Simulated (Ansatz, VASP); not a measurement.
## One calculation of Pd, two programs

```
Pd
1.0
     0.00000    1.98976    1.98976
     1.98976    0.00000    1.98976
     1.98976    1.98976    0.00000
Pd
1
Cartesian
  0.0000 0.0000 0.0000
```

Alike in both runs: task single point; functional PBEsol; k mesh 23 × 23 × 23; occupations fermi-dirac, width 0.1 eV; no spin polarisation.

|  | VASP | Ansatz |
| --- | --- | --- |
| version | VASP 6.6.1 | Ansatz 0.2.0 |
| potentials or method | VASP PAW PBE potentials, release 64 (Pd), cutoff 520 eV | plane waves (420 eV) with PAW, scalar-relativistic |
| valence electrons in the cell | 10 | 18 |

|  | VASP | Ansatz | Ansatz less VASP |
| --- | --- | --- | --- |
| pressure (GPa) | -13.0 | -12.7 | +0.23 |

VASP's potentials were made for PBE, not for PBEsol, and Ansatz warns of the same on its side. VASP's potentials hold 10 valence electrons a cell and Ansatz's 18, so a difference there can come from the potentials and not from the codes.
